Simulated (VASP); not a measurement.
# GaSb (F-43m) in VASP: notebook, part 2 of 2

VASP 6.6.1.

### Step 3. Relaxation of cell and atoms, PBEsol

Input file INCAR:

```
SYSTEM = GaSb
  PREC = Accurate
  ENCUT = 600
  EDIFF = 1E-6
  ISMEAR = -1
  SIGMA = 0.05
  LREAL = .FALSE.
  LASPH = .TRUE.
  NELM = 80
  ALGO = Normal
  ISIF = 3
  LWAVE = .FALSE.
  LCHARG = .FALSE.
  GGA = PS
  IBRION = 2
  NSW = 80
  EDIFFG = -0.005
```

Input file KPOINTS:

```
Automatic mesh
0
G
  8 8 8
  0 0 0
```

Input file POSCAR:

```
GaSb
1.0
    0.0000000000      3.0590000000      3.0590000000
    3.0590000000      0.0000000000      3.0590000000
    3.0590000000      3.0590000000      0.0000000000
Sb Ga
1 1
Direct
    0.7500000000      0.7500000000      0.7500000000
    0.0000000000      0.0000000000      0.0000000000
```

Potentials or basis: VASP PAW PBE potentials, release 64 (Sb, Ga_d).

Command:

```
> cat potpaw_PBE.64/Sb/POTCAR potpaw_PBE.64/Ga_d/POTCAR > POTCAR
> mpirun -np 1 vasp_std > vasp.out
```

It took 28 s on 1 thread of Intel Xeon Platinum 8559C (Emerald Rapids), shared host; peak memory 0.21 GiB.

It converged, with:

```yaml
Free_energy: -8.1480 eV
Relaxed_volume: 28.58 Å³/atom
Relaxed_cell: a = 4.324 Å, b = 4.324 Å, c = 4.324 Å, α = 60.00°, β = 60.00°, γ = 60.00°
Space_group_after_relaxing_to_0.05_Å: F-43m (No. 216)
Energy_gained_by_relaxing: 0.0 meV/atom
Ionic_steps: 3
Pressure_after_relaxing: 0.0 GPa
Band_gap_on_the_k_mesh: zero (filled and empty bands touch)
```

Final structure:
```
Sb Ga
1.0
     0.00000    3.05735    3.05735
     3.05735    0.00000    3.05735
     3.05735    3.05735    0.00000
Sb Ga
1 1
Direct
  0.75000 0.75000 0.75000
  0.00000 0.00000 0.00000
```

Levels at points of the mesh, in eV from the Fermi level:
```tsv
k point	band 5	band 6	band 7	band 8	band 9	band 10	band 11	band 12	band 13
(0.00, 0.00, 0.00)	-15.01	-11.57	-0.06	-0.06	-0.06	-0.06	2.70	2.70	2.70
(0.50, 0.00, 0.00)	-15.01	-9.94	-6.46	-1.22	-1.22	0.29	3.66	3.66	6.26
(0.50, 0.50, 0.00)	-15.00	-9.10	-6.90	-2.65	-2.65	0.78	1.10	8.62	8.62
```

Caveat: the PAW data sets were made with another functional, which shifts forces and pressure a little; spin-orbit coupling is left out, which moves the levels of the heavy elements.

### Step 4. Relaxation of cell and atoms, revPBE

Input file INCAR:

```
SYSTEM = GaSb
PREC = Accurate
ENCUT = 600
EDIFF = 1E-7
ISMEAR = -1
SIGMA = 0.05
LREAL = .False.
LASPH = .True.
NELM = 80
ALGO = Normal
ISIF = 3
LWAVE = .False.
LCHARG = .False.
GGA = RE
IBRION = 2
NSW = 80
EDIFFG = -0.02
```

Input file KPOINTS:

```
Automatic mesh
0
Gamma
  8 8 8
  0 0 0
```

POSCAR is that of step 3.

Potentials or basis: VASP PAW PBE potentials, release 64 (Sb, Ga_d).

Command:

```
> cat potpaw_PBE.64/Sb/POTCAR potpaw_PBE.64/Ga_d/POTCAR > POTCAR
> mpirun -np 1 vasp_std > vasp.out
```

OUTCAR:

```text
SYSTEM = GaSb
   PREC = Accurate
   ENCUT = 600
   EDIFF = 1E-7
   ISMEAR = -1
   LREAL = .False.
   LASPH = .True.
   NELM = 80
   ISIF = 3
   GGA = RE
   IBRION = 2
   NSW = 80
   EDIFFG = -0.02

 ion  position               nearest neighbor table
   1  0.750  0.750  0.750-   2 2.65   2 2.65   2 2.65   2 2.65
   2  0.000  0.000  0.000-   1 2.65   1 2.65   1 2.65   1 2.65

  LATTYP: Found a face centered cubic cell.
 ALAT       =     6.1180000000

  Lattice vectors:

 A1 = (   0.0000000000,   3.0590000000,   3.0590000000)
 A2 = (   3.0590000000,   0.0000000000,   3.0590000000)
 A3 = (   3.0590000000,   3.0590000000,   0.0000000000)

Analysis of symmetry for initial positions (statically):
=====================================================================
 Subroutine PRICEL returns:
 Original cell was already a primitive cell.

[... 185 lines left out ...]
      6      -6.5018      2.00000
      7       4.9501      1.72723
      8       4.9501      1.72722
      9       4.9501      1.72722
     10       5.0571      0.85400
     11       7.7370      0.00000
     12       7.7370      0.00000
     13       7.7370      0.00000
[... 439 lines left out ...]
--------------------------------------- Ionic step        3  -------------------------------------------

 number of electron      17.9999997 magnetization

 Free energy of the ion-electron system (eV)
  ---------------------------------------------------
  ext. energy  EPLUGINS =         0.00000000
  ---------------------------------------------------
  free energy    TOTEN  =        -6.80198865 eV

  energy without entropy =       -6.80147063  energy(sigma->0) =       -6.80172964

 E-fermi :   4.2839     XC(G=0):  -8.6443

 val. band max:        4.2425574277   @ k =   0.0000   0.0000   0.0000
 cond. band min:       4.5654234069   @ k =   0.5000   0.0000   0.0000
 fundamental gap:      0.3228659792
 Fermi energy:         4.2838633587

 k-point     1 :       0.0000    0.0000    0.0000
  band No.  band energies     occupation
      1     -10.6700      2.00000
      2     -10.6700      2.00000
      3     -10.6700      2.00000
      4     -10.6307      2.00000
      5     -10.6307      2.00000
      6      -6.7299      2.00000
      7       3.8508      1.99965
      8       4.2426      1.39108
      9       4.2426      1.39107
     10       4.2426      1.39107
     11       7.0472      0.00000
     12       7.0472      0.00000
     13       7.0472      0.00000
[... 397 lines left out ...]
  FREE ENERGIE OF THE ION-ELECTRON SYSTEM (eV)
  ---------------------------------------------------
  free  energy   TOTEN  =        -6.8019886478 eV

  energy  without entropy=       -6.8014706311  energy(sigma->0) =       -6.80172964

 reached required accuracy - stopping structural energy minimisation
```

OSZICAR:

```text
N       E                     dE             d eps       ncg     rms          rms(c)
DAV:   1     0.811511171041E+02    0.81151E+02   -0.94884E+03   754   0.187E+03
DAV:   2    -0.751061893274E+00   -0.81902E+02   -0.79325E+02   824   0.327E+02
DAV:   3    -0.667494617515E+01   -0.59239E+01   -0.58440E+01   944   0.754E+01
[... 30 lines left out ...]
DAV:   4    -0.680206342140E+01    0.93869E-03   -0.11215E-03   887   0.494E-01    0.426E-02
DAV:   5    -0.680198863877E+01    0.74783E-04   -0.87395E-05   851   0.128E-01    0.109E-02
DAV:   6    -0.680198804133E+01    0.59744E-06   -0.11487E-05   889   0.589E-02    0.352E-03
DAV:   7    -0.680198861147E+01   -0.57014E-06   -0.17868E-06   835   0.109E-02    0.180E-03
DAV:   8    -0.680198864778E+01   -0.36312E-07   -0.84369E-07   809   0.911E-03
   3 F= -.68019886E+01 E0= -.68017296E+01  d E =-.441901E-01
```

Wall time 39 s (1 thread of Intel Xeon Platinum 8559C (Emerald Rapids), shared host); peak memory 0.22 GiB.

Results:

| Quantity | Value |
| --- | --- |
| Free energy | -6.8020 eV |
| Relaxed volume | 30.77 Å³/atom |
| Relaxed cell | a = 4.431 Å, b = 4.431 Å, c = 4.431 Å, α = 60.00°, β = 60.00°, γ = 60.00° |
| Space group after relaxing (to 0.05 Å) | F-43m (No. 216) |
| Energy gained by relaxing | 22.1 meV/atom |
| Ionic steps | 3 |
| Pressure after relaxing | 0.0 GPa |
| Band gap on the k mesh | zero (filled and empty bands touch) |

The path:
```csv
step,energy change (eV),largest force (eV/Å),pressure (GPa),volume (Å³)
1,0.0000,0.0000,3.52,57.25
2,-0.0418,0.0000,-0.69,62.62
3,-0.0442,0.0000,0.01,61.53
```

Final structure:
```yaml
crystal:
  lattice:
    - [0.00000, 3.13346, 3.13346]
    - [3.13346, 0.00000, 3.13346]
    - [3.13346, 3.13346, 0.00000]
  atoms:
    - { symbol: Sb, position: [0.75000, 0.75000, 0.75000] }
    - { symbol: Ga, position: [0.00000, 0.00000, 0.00000] }
```

Caveat: the PAW data sets were made with another functional, which shifts forces and pressure a little; spin-orbit coupling is left out, which moves the levels of the heavy elements.

### Step 5. Relaxation of cell and atoms, PBEsol

Input file INCAR:

```
SYSTEM = GaSb
ALGO     = Normal         ! electronic algorithm
EDIFF    = 1E-7           ! SCF threshold, eV
EDIFFG   = -0.01          ! ionic threshold
ENCUT    = 600            ! plane-wave cutoff, eV
GGA      = PS             ! functional
IBRION   = 2              ! ionic algorithm
ISIF     = 3              ! what is computed and relaxed
ISMEAR   = -1             ! smearing method
LASPH    = .TRUE.         ! aspherical terms in the spheres
LCHARG   = .FALSE.        ! write CHGCAR
LREAL    = .FALSE.        ! projectors in reciprocal space
LWAVE    = .FALSE.        ! write WAVECAR
NELM     = 100            ! most SCF steps
NSW      = 80             ! ionic steps
PREC     = Accurate       ! precision mode
SIGMA    = 0.05           ! smearing width, eV
```

Input file KPOINTS:

```
k-points
0
G
  8 8 8
  0 0 0
```

POSCAR is that of step 4.

Command:

```
> cat potpaw_PBE.64/Sb/POTCAR potpaw_PBE.64/Ga_d/POTCAR > POTCAR
> mpirun -np 1 vasp_std > vasp.out
```

Wall time 24 s (1 thread of Intel Xeon Platinum 8559C (Emerald Rapids), shared host); peak memory 0.21 GiB.

Results (log left out):

```
Free energy                            : -8.1480 eV
Relaxed volume                         : 28.57 Å³/atom
Relaxed cell                           : a = 4.323 Å, b = 4.323 Å, c = 4.323 Å, α = 60.00°, β = 60.00°, γ = 60.00°
Space group after relaxing (to 0.05 Å) : F-43m (No. 216)
Energy gained by relaxing              : 0.0 meV/atom
Ionic steps                            : 2
Pressure after relaxing                : 0.0 GPa
```

Final structure:
```yaml
crystal:
  lattice:
    - [0.00000, 3.05698, 3.05698]
    - [3.05698, 0.00000, 3.05698]
    - [3.05698, 3.05698, 0.00000]
  atoms:
    - { symbol: Sb, position: [0.75000, 0.75000, 0.75000] }
    - { symbol: Ga, position: [0.00000, 0.00000, 0.00000] }
```

Levels at points of the mesh, in eV from the Fermi level:
| k point | band 7 | band 8 | band 9 | band 10 | band 11 | band 12 |
| --- | --- | --- | --- | --- | --- | --- |
| (0.00, 0.00, 0.00) | -0.06 | -0.06 | -0.06 | -0.05 | 2.70 | 2.70 |
| (0.50, 0.00, 0.00) | -6.46 | -1.22 | -1.22 | 0.29 | 3.66 | 3.66 |
| (0.50, 0.50, 0.00) | -6.90 | -2.65 | -2.65 | 0.78 | 1.10 | 8.62 |

Caveat: the PAW data sets were made with another functional, which shifts forces and pressure a little; spin-orbit coupling is left out, which moves the levels of the heavy elements.

### Step 6. Relaxation of cell and atoms, PBEsol, target pressure 5 GPa, at which the enthalpy is minimised

Input file INCAR:

```
SYSTEM = GaSb
ALGO = Normal
EDIFF = 1E-6
EDIFFG = -0.01
ENCUT = 600
GGA = PS
IBRION = 2
ISIF = 3
ISMEAR = -1
LASPH = .TRUE.
LCHARG = .FALSE.
LREAL = .FALSE.
LWAVE = .FALSE.
NELM = 100
NSW = 80
PREC = Accurate
PSTRESS = 50.0
SIGMA = 0.05
```

KPOINTS is that of step 5.

POSCAR is that of step 5.

Potentials or basis: VASP PAW PBE potentials, release 64 (Sb, Ga_d).

Command:

```
> cat potpaw_PBE.64/Sb/POTCAR potpaw_PBE.64/Ga_d/POTCAR > POTCAR
> mpirun -np 1 vasp_std > vasp.out
```

Run time: 36 s. Hardware: 1 thread of Intel Xeon Platinum 8559C (Emerald Rapids), shared host; peak memory 0.21 GiB.

Results (log left out):

* Free energy: -8.0851 eV
* Relaxed volume: 26.38 Å³/atom
* Relaxed cell: a = 4.210 Å, b = 4.210 Å, c = 4.210 Å, α = 60.00°, β = 60.00°, γ = 60.00°
* Space group after relaxing (to 0.05 Å): F-43m (No. 216)
* Energy change on relaxing (the enthalpy is what falls): +31.5 meV/atom
* Ionic steps: 3
* Pressure after relaxing: 5.0 GPa
* Band gap on the k mesh: 0.52 eV, indirect (least direct gap 0.59 eV)

The path:
```tsv
step	energy change (eV)	largest force (eV/Å)	pressure (GPa)	volume (Å³)
1	0.0000	0.0000	-0.09	57.25
2	0.1827	0.0000	9.39	50.04
3	0.0629	0.0000	4.98	52.75
```

Final structure:
```
Sb Ga
1.0
     0.00000    2.97671    2.97671
     2.97671    0.00000    2.97671
     2.97671    2.97671    0.00000
Sb Ga
1 1
Direct
  0.75000 0.75000 0.75000
  0.00000 0.00000 0.00000
```

Levels at points of the mesh, in eV from the valence-band top:
| k point | band 5 | band 6 | band 7 | band 8 | band 9 | band 10 | band 11 | band 12 | band 13 |
| --- | --- | --- | --- | --- | --- | --- | --- | --- | --- |
| (0.00, 0.00, 0.00) | -15.12 | -12.11 | 0.00 | 0.00 | 0.00 | 0.59 | 2.73 | 2.73 | 2.73 |
| (0.50, 0.00, 0.00) | -15.12 | -10.25 | -6.83 | -1.30 | -1.30 | 0.52 | 3.71 | 3.71 | 6.25 |
| (0.50, 0.50, 0.00) | -15.12 | -9.30 | -7.23 | -2.89 | -2.89 | 0.73 | 0.99 | 9.21 | 9.21 |

Caveat: the cell is relaxed towards a set pressure, so the enthalpy falls and the energy may rise; the PAW data sets were made with another functional, which shifts forces and pressure a little; spin-orbit coupling is left out, which moves the levels of the heavy elements. A k mesh can miss the band edges.

### Step 7. Summary

```csv
level,cell,gap on the mesh (eV),pressure (GPa),relaxed volume (Å³/atom)
PBEsol+D3(BJ),relaxed,0.25,0.0,27.60
PBEsol,relaxed,-,0.0,28.57
revPBE,relaxed,none,0.0,30.77
PBEsol,relaxed to 5 GPa,0.52,5.0,-
```

Alike in all rows: task relaxation of cell and atoms; potentials or basis VASP PAW PBE potentials, release 64 (Sb, Ga_d); no spin polarisation; k mesh 8 × 8 × 8; cutoff (eV) 600; smearing fermi-dirac 0.05 eV.

Caveats: the PAW data sets were made with another functional, which shifts forces and pressure a little; spin-orbit coupling is left out, which moves the levels of the heavy elements; the cell is relaxed towards a set pressure, so the enthalpy falls and the energy may rise (some runs).

Total energies depend on the potentials used, so only differences within one code and one set of settings carry meaning.
